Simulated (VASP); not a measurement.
# Sr in VASP: further runs

The runs below take Sr through single point, with PBE.

Program: VASP 6.6.1. These are calculated values, not measurements. Logs are shortened: lines on timing, memory, paths and dates and some standing lists are left out, and cuts for length are marked.

## 1. The cell of the first run

The cell holds a slab with vacuum, 4 atoms: a = 4.270 Å, b = 4.270 Å, c = 15.931 Å, α = 90.00°, β = 90.00°, γ = 90.00°.

## 2. Single point, PBE

The input, INCAR:

```
PREC = Accurate
ENCUT = 520
EDIFF = 1E-7
ISMEAR = -1
SIGMA = 0.05
LREAL = F
LASPH = T
NELM = 80
ALGO = Normal
ISIF = 2
LWAVE = F
LCHARG = T
LDIPOL = T
IDIPOL = 3
DIPOL = 0.5 0.5 0.500
GGA = PE
LELF = T
LVHAR = T
LVACPOTAV = T
NBANDS = 28
```

The input, KPOINTS:

```
regular mesh
0
Gamma
  9 9 1
```

The input, POSCAR:

```
Sr
1.0
    4.2697043870      0.0000000000      0.0000000000
    0.0000000000      4.2697043870      0.0000000000
    0.0000000000      0.0000000000     15.9313000000
Sr
4
Direct
    0.2500000000      0.2500000000      0.2196940169
    0.7500000000      0.7500000000      0.4053133174
    0.2500000000      0.2500000000      0.5946869667
    0.7500000000      0.7500000000      0.7803059831
```

Potentials or basis: VASP PAW PBE potentials, release 64 (Sr_sv).

Launch:

```bash
$ cat potpaw_PBE.64/Sr_sv/POTCAR > POTCAR
$ mpirun -np 1 vasp_std > vasp.out
```

OUTCAR:

```text
PREC = Accurate
   ENCUT = 520
   EDIFF = 1E-7
   ISMEAR = -1
   LREAL = F
   LASPH = T
   NELM = 80
   ISIF = 2
   GGA = PE

 ion  position               nearest neighbor table
   1  0.250  0.250  0.220-   2 4.23   2 4.23   2 4.23   2 4.23
   2  0.750  0.750  0.405-   1 4.23   1 4.23   1 4.23   1 4.23   3 4.27   3 4.27   3 4.27   3 4.27

   3  0.250  0.250  0.595-   4 4.23   4 4.23   4 4.23   4 4.23   2 4.27   2 4.27   2 4.27   2 4.27

   4  0.750  0.750  0.780-   3 4.23   3 4.23   3 4.23   3 4.23

  LATTYP: Found a simple tetragonal cell.
 ALAT       =     4.2697043870
 C/A-ratio  =     3.7312419212

  Lattice vectors:

 A1 = (   4.2697043870,   0.0000000000,   0.0000000000)
 A2 = (   0.0000000000,   4.2697043870,   0.0000000000)
 A3 = (   0.0000000000,   0.0000000000,  15.9313000000)

Analysis of symmetry for initial positions (statically):
=====================================================================
 Subroutine PRICEL returns:
 Original cell was already a primitive cell.

 Routine SETGRP: Setting up the symmetry group for a
 simple tetragonal supercell.

 Subroutine GETGRP returns: Found 16 space group operations
 (whereof  4 operations were pure point group operations)
 out of a pool of 16 trial point group operations.

The static configuration has the point symmetry C_2h.
 The point group associated with its full space group is D_4h.

Analysis of symmetry for dynamics (positions and initial velocities):
=====================================================================
 Subroutine PRICEL returns:
 Original cell was already a primitive cell.

 Routine SETGRP: Setting up the symmetry group for a
 simple tetragonal supercell.

 Subroutine GETGRP returns: Found 16 space group operations
 (whereof  4 operations were pure point group operations)
 out of a pool of 16 trial point group operations.

The dynamic configuration has the point symmetry C_2h.
 The point group associated with its full space group is D_4h.

 Subroutine INISYM returns: Found 16 space group operations
 (whereof  4 operations are pure point group operations),
 and found     1 'primitive' translations

----------------------------------------------------------------------------------------

                                     Primitive cell

[... 81 lines left out ...]
   LASPH  =      T    aspherical Exc in radial PAW
   ENCUT  =  520.0 eV  38.22 Ry    6.18 a.u.   7.94  7.94 29.62*2*pi/ulx,y,z
   NELM   =     80;   NELMIN=  2; NELMDL= -5     # of ELM steps
   EDIFF  = 0.1E-06   stopping-criterion for ELM
   LREAL  =      F    real-space projection
   EDIFFG = 0.1E-05   stopping-criterion for IOM
   NSW    =      0    number of steps for IOM
   IBRION =     -1    ionic relax: 0-MD 1-quasi-New 2-CG
   NFREE  =      0    steps in history (QN), initial steepest desc. (CG)
   ISIF   =      2    stress and relaxation
   ISYM   =      2    0-nonsym 1-usesym 2-fastsym
   POTIM  = 0.5000    time-step for ionic-motion
   TEBEG  =    0.0;   TEEND  =   0.0 temperature during run
   PSTRESS=    0.0 pullay stress
   NELECT =      40.0000    total number of electrons
   NUPDOWN=      -1.0000    fix difference up-down
   EMIN   =  10.00;   EMAX   =-10.00  energy-range for DOS
   EFERMI =   0.00;   METHOD = LEGACY
   ISMEAR =    -1;   SIGMA  =   0.05  broadening in eV -4-tet -1-fermi 0-gaus
   EFERMI_NEDOS =   21; number of points for ismear=-14 and -15
   IALGO  =     38    algorithm
   IMIX   =      4    mixing-type and parameters
     AMIX     =   0.40;   BMIX     =  1.00
     AMIX_MAG =   1.60;   BMIX_MAG =  1.00
  volume/ion in A,a.u.               =      72.61       489.99
  Fermi-wavevector in a.u.,A,eV,Ry     =   0.845433  1.597637  9.724860  0.714757
  Thomas-Fermi vector in A             =   1.960620
   LORBIT       =      0    0 simple, 1 ext, 2 COOP (PROOUT), +10 PAW based schemes
   GGA     = PE    functional components
   LHFCALC =     F    Hartree Fock is set to
   AEXX    =    0.0000 exact exchange contribution
   IVDW    =     0    specifies the selected vdW correction
   LEPSILON=     F    determine dielectric tensor
   LRPA    =     F    only Hartree local field effects (RPA)
 non-spin polarized calculation
  energy-cutoff  :      520.00
  volume of cell :      290.43
 maximum number of plane-waves:      7851
 NGX is ok and might be reduce to    32
   NGX = 15   NGY = 15   NGZ = 59

 number of electron      39.9999999 magnetization

 dipolmoment           0.000000      0.000000     -0.000040 electrons x Angstroem

 Free energy of the ion-electron system (eV)
  ---------------------------------------------------
  ext. energy  EPLUGINS =         0.00000000
  ---------------------------------------------------
  free energy    TOTEN  =        -5.78105678 eV

  energy without entropy =       -5.72338025  energy(sigma->0) =       -5.75221851

 E-fermi :   0.7397     XC(G=0):  -6.2447

 val. band max:        0.7375738734   @ k =   0.4444   0.3333   0.0000
 cond. band min:       0.7573956655   @ k =   0.4444   0.2222   0.0000
 fundamental gap:      0.0198217922
 Fermi energy:         0.7396721027

 k-point     1 :       0.0000    0.0000    0.0000
  band No.  band energies     occupation
      1     -36.3716      2.00000
      2     -36.3712      2.00000
      3     -35.8083      2.00000
      4     -35.7990      2.00000
      5     -18.3932      2.00000
      6     -18.3926      2.00000
[... 454 lines left out ...]
     27       2.2175      0.00000
     28       2.4629      0.00000

------------------------ aborting loop because EDIFF is reached ----------------------------------------

  FORCE on cell =-STRESS in cart. coord.  units (eV):
  Direction    XX          YY          ZZ          XY          YZ          ZX
  --------------------------------------------------------------------------------------
  -------------------------------------------------------------------------------------
  Total       -0.4699535     -0.4699535     -0.3050824      0.0000000      0.0000000      0.0000000
  in kB       -2.5924990     -2.5924990     -1.6829875      0.0000000      0.0000000      0.0000000
  external PRESSURE =      -2.2893285 kB  Pullay stress =       0.0000000 kB

 VOLUME and BASIS-vectors are now :
 -----------------------------------------------------------------------------
  energy-cutoff  :      520.00
  volume of cell :      290.43
      direct lattice vectors                 reciprocal lattice vectors
     4.269704387  0.000000000  0.000000000     0.234208252  0.000000000  0.000000000
     0.000000000  4.269704387  0.000000000     0.000000000  0.234208252  0.000000000
     0.000000000  0.000000000 15.931300000     0.000000000  0.000000000  0.062769517

 POSITION                                       TOTAL-FORCE (eV/Angst)
 -----------------------------------------------------------------------------------
      1.06743      1.06743      3.50001        -0.000000      0.000000     -0.013165
      3.20228      3.20228      6.45717        -0.000000      0.000000      0.004016
      1.06743      1.06743      9.47414         0.000000      0.000000     -0.004016
      3.20228      3.20228     12.43129         0.000000     -0.000000      0.013165
 -----------------------------------------------------------------------------------
    total drift:                                0.000000     -0.000000     -0.004936

  FREE ENERGIE OF THE ION-ELECTRON SYSTEM (eV)
  ---------------------------------------------------
  free  energy   TOTEN  =        -5.7810567763 eV

  energy  without entropy=       -5.7233802478  energy(sigma->0) =       -5.75221851
```

Wall time 2.3 min (1 thread of Intel Xeon Platinum 8375C at 2.90GHz (Ice Lake), shared host); peak memory 0.38 GiB.

Results:

* Free energy: -5.7811 eV
* Largest force: 0.013 eV/Å
* Band gap on the k mesh: zero (band 20 reaches 0.79 eV, above the bottom of band 21 at 0.76 eV)

Forces in eV/Å, atoms in the order of the input:
```
Sr   0.000  0.000 -0.013
Sr   0.000  0.000  0.004
Sr   0.000  0.000 -0.004
Sr   0.000  0.000  0.013
```

Levels at points of the mesh, in eV from the Fermi level:
```
           k point  band 16  band 17  band 18  band 19  band 20  band 21  band 22  band 23  band 24  band 25
(0.00, 0.00, 0.00)   -18.46    -3.46    -2.86    -2.01    -0.97     0.04     0.40     0.67     1.10     1.32
```

## 3. Single point, PBE

This run uses another cell than the first one, of 132.43 Å³/atom, 1.824 times its volume.

The input, INCAR:

```
SYSTEM = Sr
PREC     = Accurate       ! precision mode
ENCUT    = 520            ! plane-wave cutoff, eV
EDIFF    = 1E-6           ! SCF threshold, eV
ISMEAR   = -1             ! smearing method
SIGMA    = 0.05           ! smearing width, eV
LREAL    = .FALSE.        ! projectors in reciprocal space
LASPH    = .TRUE.         ! aspherical terms in the spheres
NELM     = 100            ! most SCF steps
ALGO     = Normal         ! electronic algorithm
ISIF     = 2              ! what is computed and relaxed
LWAVE    = .FALSE.        ! write WAVECAR
LCHARG   = .FALSE.        ! write CHGCAR
LDIPOL   = .TRUE.       
IDIPOL   = 3            
DIPOL    = 0.5 0.5 0.500
GGA      = PE             ! functional
NBANDS   = 28             ! bands
```

The input, KPOINTS:

```
regular mesh
0
G
  9 9 1
  0 0 0
```

The input, POSCAR:

```
Sr
1.0
    4.2697043870      0.0000000000      0.0000000000
    0.0000000000      4.2697043870      0.0000000000
    0.0000000000      0.0000000000     29.0574000000
Sr
4
Direct
    0.2500000000      0.2500000000      0.3441462282
    0.7500000000      0.7500000000      0.4480487423
    0.2500000000      0.2500000000      0.5519512571
    0.7500000000      0.7500000000      0.6558537718
```

Potentials or basis: VASP PAW PBE potentials, release 64 (Sr_sv).

Launch:

```bash
$ cat potpaw_PBE.64/Sr_sv/POTCAR > POTCAR
$ mpirun -np 1 vasp_std > vasp.out
```

Wall time 5.1 min (1 thread of Intel Xeon Platinum 8375C at 2.90GHz (Ice Lake), shared host); peak memory 0.57 GiB.

Results (log left out):

* Free energy: -5.7802 eV
* Largest force: 0.056 eV/Å
* Band gap on the k mesh: zero (band 20 reaches -0.68 eV, above the bottom of band 21 at -0.71 eV)

Forces on the atoms (eV/Å):
```
Sr   0.000  0.000  0.048
Sr   0.000  0.000 -0.056
Sr   0.000  0.000  0.056
Sr   0.000  0.000 -0.048
```

Levels at points of the mesh, in eV from the Fermi level:
```tsv
k point	band 16	band 17	band 18	band 19	band 20	band 21	band 22	band 23	band 24	band 25
(0.00, 0.00, 0.00)	-18.48	-3.44	-2.88	-1.98	-1.06	0.42	0.42	0.46	0.69	1.28
```
